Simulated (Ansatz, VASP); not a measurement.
**Two plane-wave programs on Os3Cl**

```
CELL_PARAMETERS angstrom
3.90495 0.00000 0.00000
0.00000 3.90495 0.00000
0.00000 0.00000 3.90495
ATOMIC_POSITIONS crystal
Os 0.00000 0.50000 0.50000
Os 0.50000 0.00000 0.50000
Os 0.50000 0.50000 0.00000
Cl 0.00000 0.00000 0.00000
```

Alike in both runs: functional PBE; k mesh 4 × 4 × 4; occupations gaussian, width 0.1 eV; collinear spin.

Ansatz relaxed the structure, and its values are those at the end. VASP's run is a single point on that final structure, the one shown.

|  | VASP | Ansatz |
| --- | --- | --- |
| version | VASP 6.6.1 | Ansatz 0.2.0 |
| potentials or method | VASP PAW PBE potentials, release 64 (Os, Cl), cutoff 520 eV | scalar-relativistic, plane waves, PAW |
| valence electrons in the cell | 31 | 55 |

VASP gave:

| Property | Result |
| --- | --- |
| gap on the k mesh at the Fermi level (eV) | none |
| pressure (GPa) | 0.5 |
| net moment per atom (μB) | 0.00 |

Q: Estimate Ansatz's values.

A: gap on the k mesh at the Fermi level (eV): none; pressure (GPa): 0.0; net moment per atom (μB): 0.00.

A gap of «none» marks a metal or a gap that the smearing closes. VASP's potentials hold 31 valence electrons a cell and Ansatz's 55, so a difference there can come from the potentials and not from the codes. Ansatz's warnings: seeded moment not kept.

The k mesh is coarse, so the values compare programs but aren't converged. Spin-orbit coupling is off throughout.
